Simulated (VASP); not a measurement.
# HgTe (I-4m2) in VASP: further runs

HgTe is run at these levels: PBEsol; tasks: single point.

Everything below comes from runs of VASP 6.6.1. Logs are shortened: lines on timing, memory, paths and dates and some standing lists are left out, and cuts for length are marked.

**1. The cell of the first run**

Symmetry: I-4m2, No. 119, tetragonal system. The conventional cell has a = 5.402 Å, b = 5.402 Å, c = 2.968 Å, α = 90.00°, β = 90.00°, γ = 90.00°. Hg (site symmetry -4m2) has 8 Te at 2.80 to 3.50 Å and 2 Hg at 2.97 Å within 3.7 Å. Within 3.7 Å of Te (site symmetry -4m2) lie 8 Hg at 2.80 to 3.50 Å and 2 Te at 2.97 Å.

**2. Single point, PBEsol**

Input file INCAR:

```
PREC = Accurate
ENCUT = 520
EDIFF = 1E-6
ISMEAR = -1
SIGMA = 0.05
LREAL = F
LASPH = T
NELM = 60
ALGO = Normal
ISIF = 2
LWAVE = F
LCHARG = T
GGA = PS
LELF = T
LVHAR = T
NBANDS = 16
```

Input file KPOINTS:

```
Automatic mesh
0
Gamma
  10 10 10
```

Input file POSCAR:

```
HgTe
1.0
   -2.7007954990      2.7007954990      1.4838708690
    2.7007954990     -2.7007954990      1.4838708690
    2.7007954990      2.7007954990     -1.4838708690
Hg Te
1 1
Direct
    0.7500000000      0.2500000000      0.5000000000
    0.0000000000      0.0000000000      0.0000000000
```

Potentials or basis: VASP PAW PBE potentials, release 64 (Hg, Te).

The run is started by

```bash
cat potpaw_PBE.64/Hg/POTCAR potpaw_PBE.64/Te/POTCAR > POTCAR
mpirun -np 1 vasp_std > vasp.out
```

OUTCAR:

```text
PREC = Accurate
   ENCUT = 520
   EDIFF = 1E-6
   ISMEAR = -1
   LREAL = F
   LASPH = T
   NELM = 60
   ISIF = 2
   GGA = PS

 ion  position               nearest neighbor table
   1  0.750  0.250  0.500-   2 2.80   2 2.80   2 2.80   2 2.80   2 3.50   2 3.50   2 3.50   2 3.50

   2  0.000  0.000  0.000-   1 2.80   1 2.80   1 2.80   1 2.80   1 3.50   1 3.50   1 3.50   1 3.50

  LATTYP: Found a body centered tetragonal cell.
 ALAT       =     5.4015909980
 C/A-ratio  =     0.5494199281

  Lattice vectors:

 A1 = (  -2.7007954990,   2.7007954990,   1.4838708690)
 A2 = (   2.7007954990,  -2.7007954990,   1.4838708690)
 A3 = (   2.7007954990,   2.7007954990,  -1.4838708690)

Analysis of symmetry for initial positions (statically):
=====================================================================
 Subroutine PRICEL returns:
 Original cell was already a primitive cell.

 Routine SETGRP: Setting up the symmetry group for a
 body centered tetragonal supercell.

 Subroutine GETGRP returns: Found  8 space group operations
 (whereof  8 operations were pure point group operations)
 out of a pool of 16 trial point group operations.

The static configuration has the point symmetry D_2d.

Analysis of symmetry for dynamics (positions and initial velocities):
=====================================================================
 Subroutine PRICEL returns:
 Original cell was already a primitive cell.

 Routine SETGRP: Setting up the symmetry group for a
 body centered tetragonal supercell.

 Subroutine GETGRP returns: Found  8 space group operations
 (whereof  8 operations were pure point group operations)
 out of a pool of 16 trial point group operations.

The dynamic configuration has the point symmetry D_2d.

 Subroutine INISYM returns: Found  8 space group operations
 (whereof  8 operations are pure point group operations),
 and found     1 'primitive' translations

----------------------------------------------------------------------------------------

                                     Primitive cell

  volume of cell :      43.2952

  direct lattice vectors                    reciprocal lattice vectors
    -2.700795499  2.700795499  1.483870869     0.000000000  0.185130640  0.336956544
     2.700795499 -2.700795499  1.483870869     0.185130640  0.000000000  0.336956544
     2.700795499  2.700795499 -1.483870869     0.185130640  0.185130640  0.000000000

  length of vectors
     4.097617041  4.097617041  4.097617041     0.384464649  0.384464649  0.261814262

  position of ions in fractional coordinates (direct lattice)
     0.750000000  0.250000000  0.500000000
     0.000000000  0.000000000  0.000000000

  ion indices of the primitive-cell ions
   primitive index   ion index
                 1           1
                 2           2

----------------------------------------------------------------------------------------

 KPOINTS: Automatic mesh

Automatic generation of k-mesh.
 Grid dimensions read from file:
 generate k-points for:   10   10   10

 Generating k-lattice:

  Cartesian coordinates                     Fractional coordinates (reciprocal lattice)
     0.000000000  0.018513064  0.033695654     0.100000000 -0.000000000  0.000000000
     0.018513064  0.000000000  0.033695654    -0.000000000  0.100000000  0.000000000
     0.018513064  0.018513064  0.000000000     0.000000000  0.000000000  0.100000000

  Length of vectors
     0.038446465  0.038446465  0.026181426

  Shift w.r.t. Gamma in fractional coordinates (k-lattice)
     0.000000000  0.000000000  0.000000000

 Subroutine IBZKPT returns following result:
 ===========================================

 Found    102 irreducible k-points:

 Following reciprocal coordinates:
            Coordinates               Weight
  0.000000  0.000000  0.000000      1.000000
  0.100000  0.000000  0.000000      8.000000
  0.200000  0.000000  0.000000      8.000000
  0.300000  0.000000  0.000000      8.000000
  0.400000  0.000000 -0.000000      8.000000
  0.500000  0.000000  0.000000      4.000000
[... 16 lines left out ...]
  0.300000  0.300000  0.000000      8.000000
  0.400000  0.300000  0.000000     16.000000
 [... further k-points ...]
   k-points           NKPTS =    102   k-points in BZ     NKDIM =    102   number of bands    NBANDS=     16
   number of dos      NEDOS =    301   number of ions     NIONS =      2
   total plane-waves  NPLWV =  27000
   dimension x,y,z NGX =    30 NGY =   30 NGZ =   30
   dimension x,y,z NGXF=    60 NGYF=   60 NGZF=   60
   ions per type =               1   1
   NGX,Y,Z   is equivalent  to a cutoff of  12.17, 12.17, 12.17 a.u.
   NGXF,Y,Z  is equivalent  to a cutoff of  24.34, 24.34, 24.34 a.u.
 SYSTEM =  unknown system
   PREC   = accura    normal or accurate (medium, high low for compatibility)
   ISTART =      0    job   : 0-new  1-cont  2-samecut
   ICHARG =      2    charge: 1-file 2-atom 10-const
   ISPIN  =      1    spin polarized calculation?
   LNONCOLLINEAR =      F non collinear calculations
   LSORBIT =      F    spin-orbit coupling
   LASPH  =      T    aspherical Exc in radial PAW
   ENCUT  =  520.0 eV  38.22 Ry    6.18 a.u.   7.62  7.62  7.62*2*pi/ulx,y,z
   NELM   =     60;   NELMIN=  2; NELMDL= -5     # of ELM steps
   EDIFF  = 0.1E-05   stopping-criterion for ELM
   LREAL  =      F    real-space projection
   EDIFFG = 0.1E-04   stopping-criterion for IOM
   NSW    =      0    number of steps for IOM
   IBRION =     -1    ionic relax: 0-MD 1-quasi-New 2-CG
   NFREE  =      0    steps in history (QN), initial steepest desc. (CG)
   ISIF   =      2    stress and relaxation
   ISYM   =      2    0-nonsym 1-usesym 2-fastsym
   POTIM  = 0.5000    time-step for ionic-motion
   TEBEG  =    0.0;   TEEND  =   0.0 temperature during run
   PSTRESS=    0.0 pullay stress
   NELECT =      18.0000    total number of electrons
   NUPDOWN=      -1.0000    fix difference up-down
   EMIN   =  10.00;   EMAX   =-10.00  energy-range for DOS
   EFERMI =   0.00;   METHOD = LEGACY
   ISMEAR =    -1;   SIGMA  =   0.05  broadening in eV -4-tet -1-fermi 0-gaus
   EFERMI_NEDOS =   21; number of points for ismear=-14 and -15
   IALGO  =     38    algorithm
   IMIX   =      4    mixing-type and parameters
     AMIX     =   0.40;   BMIX     =  1.00
     AMIX_MAG =   1.60;   BMIX_MAG =  1.00
  volume/ion in A,a.u.               =      21.65       146.09
  Fermi-wavevector in a.u.,A,eV,Ry     =   1.221854  2.308968 20.312494  1.492926
  Thomas-Fermi vector in A             =   2.357021
   LORBIT       =      0    0 simple, 1 ext, 2 COOP (PROOUT), +10 PAW based schemes
   GGA     = PS    functional components
   LHFCALC =     F    Hartree Fock is set to
   AEXX    =    0.0000 exact exchange contribution
   IVDW    =     0    specifies the selected vdW correction
   LEPSILON=     F    determine dielectric tensor
   LRPA    =     F    only Hartree local field effects (RPA)
 non-spin polarized calculation
  energy-cutoff  :      520.00
  volume of cell :       43.30
 maximum number of plane-waves:      1186
   NGX = 15   NGY = 15   NGZ = 15

 number of electron      18.0000003 magnetization

 Free energy of the ion-electron system (eV)
  ---------------------------------------------------
  ext. energy  EPLUGINS =         0.00000000
  ---------------------------------------------------
  free energy    TOTEN  =        -3.62927623 eV

  energy without entropy =       -3.62534258  energy(sigma->0) =       -3.62730941

 E-fermi :   7.9478     XC(G=0): -11.4230

 val. band max:        7.9355359831   @ k =  -0.3000  -0.3000   0.1000
 cond. band min:       8.0188652023   @ k =  -0.4000   0.5000   0.1000
 fundamental gap:      0.0833292192
 Fermi energy:         7.9477952648

 k-point     1 :       0.0000    0.0000    0.0000
  band No.  band energies     occupation
      1      -6.8200      2.00000
      2      -0.8758      2.00000
      3      -0.2840      2.00000
      4      -0.0305      2.00000
      5       0.6190      2.00000
      6       0.6190      2.00000
[... 8 lines left out ...]
     15      19.5255      0.00000
     16      19.5258      0.00000

 k-point     2 :       0.1000    0.0000    0.0000
  band No.  band energies     occupation
      1      -6.6118      2.00000
      2      -0.6893      2.00000
      3      -0.2510      2.00000
      4      -0.0771      2.00000
      5       0.4917      2.00000
      6       0.4983      2.00000
[... 8 lines left out ...]
     15      18.1415      0.00000
     16      18.8260      0.00000

 k-point     3 :       0.2000    0.0000    0.0000
  band No.  band energies     occupation
      1      -6.0059      2.00000
      2      -0.2432      2.00000
      3      -0.1968      2.00000
      4      -0.1454      2.00000
      5       0.2317      2.00000
      6       0.2557      2.00000
[... 8 lines left out ...]
     15      17.5003      0.00000
     16      18.4863      0.00000

 k-point     4 :       0.3000    0.0000    0.0000
  band No.  band energies     occupation
      1      -5.0742      2.00000
      2      -0.3726      2.00000
      3      -0.3353      2.00000
      4       0.0457      2.00000
      5       0.1800      2.00000
      6       0.4718      2.00000
[... 8 lines left out ...]
     15      16.6370      0.00000
     16      19.9763      0.00000
[... 324 lines left out ...]
 k-point    22 :      -0.2000    0.2000    0.0000
  band No.  band energies     occupation
      1      -6.4893      2.00000
      2      -0.9104      2.00000
      3      -0.3498      2.00000
      4      -0.3082      2.00000
      5       0.5983      2.00000
      6       0.6947      2.00000
[... 8 lines left out ...]
     15      18.9733      0.00000
     16      19.7908      0.00000

 k-point    23 :       0.3000    0.3000    0.0000
  band No.  band energies     occupation
      1      -3.6413      2.00000
      2      -0.7930      2.00000
      3      -0.3855      2.00000
      4       0.2280      2.00000
      5       0.2901      2.00000
      6       0.7596      2.00000
[... 8 lines left out ...]
     15      18.6506      0.00000
     16      19.5623      0.00000

 k-point    24 :       0.4000    0.3000    0.0000
  band No.  band energies     occupation
      1      -4.3739      2.00000
      2      -0.6470      2.00000
      3      -0.3683      2.00000
      4       0.0937      2.00000
      5       0.2614      2.00000
      6       0.5142      2.00000
[... 8 lines left out ...]
     15      18.5679      0.00000
     16      20.4208      0.00000

 [... further k-points ...]
[... 5 lines left out ...]
  --------------------------------------------------------------------------------------
  -------------------------------------------------------------------------------------
  Total        5.5474697      5.5474697      5.5556096      0.0000000      0.0000000      0.0000000
  in kB      205.2891589    205.2891589    205.5903843      0.0000000      0.0000000      0.0000000
  external PRESSURE =     205.3895674 kB  Pullay stress =       0.0000000 kB

 VOLUME and BASIS-vectors are now :
 -----------------------------------------------------------------------------
  energy-cutoff  :      520.00
  volume of cell :       43.30
      direct lattice vectors                 reciprocal lattice vectors
    -2.700795499  2.700795499  1.483870869     0.000000000  0.185130640  0.336956544
     2.700795499 -2.700795499  1.483870869     0.185130640  0.000000000  0.336956544
     2.700795499  2.700795499 -1.483870869     0.185130640  0.185130640  0.000000000

 POSITION                                       TOTAL-FORCE (eV/Angst)
 -----------------------------------------------------------------------------------
      0.00000      2.70080      0.74194        -0.000000     -0.000000     -0.000000
      0.00000      0.00000      0.00000         0.000000      0.000000      0.000000
 -----------------------------------------------------------------------------------
    total drift:                               -0.000000      0.000000      0.000000

  FREE ENERGIE OF THE ION-ELECTRON SYSTEM (eV)
  ---------------------------------------------------
  free  energy   TOTEN  =        -3.6292762337 eV

  energy  without entropy=       -3.6253425766  energy(sigma->0) =       -3.62730941
```

It took 88 s on 1 thread of Intel Xeon Platinum 8375C at 2.90GHz (Ice Lake), shared host; peak memory 0.22 GiB.

What came out:

```yaml
Free_energy: -3.6293 eV
Pressure: 20.5 GPa
Band_gap_on_the_k_mesh: zero (band 9 reaches 9.78 eV, above the bottom of band 10 at 5.28 eV)
```

Levels at points of the mesh, in eV from the Fermi level:
| k point | band 7 | band 8 | band 9 | band 10 | band 11 | band 12 |
| --- | --- | --- | --- | --- | --- | --- |
| (0.00, 0.00, 0.00) | -3.33 | -3.33 | -2.87 | 3.95 | 4.50 | 8.44 |
| (0.50, 0.00, 0.00) | -5.40 | -2.58 | -1.97 | -0.84 | 3.21 | 4.01 |
| (0.50, 0.50, 0.00) | -7.15 | -0.43 | 1.83 | 2.72 | 3.20 | 3.39 |
| (0.50, 0.50, 0.50) | -6.33 | -6.33 | -5.53 | 3.19 | 6.28 | 10.85 |

Caveat: the PAW data sets were made with another functional, which shifts forces and pressure a little; spin-orbit coupling is left out, which moves the levels of the heavy elements.

(Continued in part 2 of 2.)
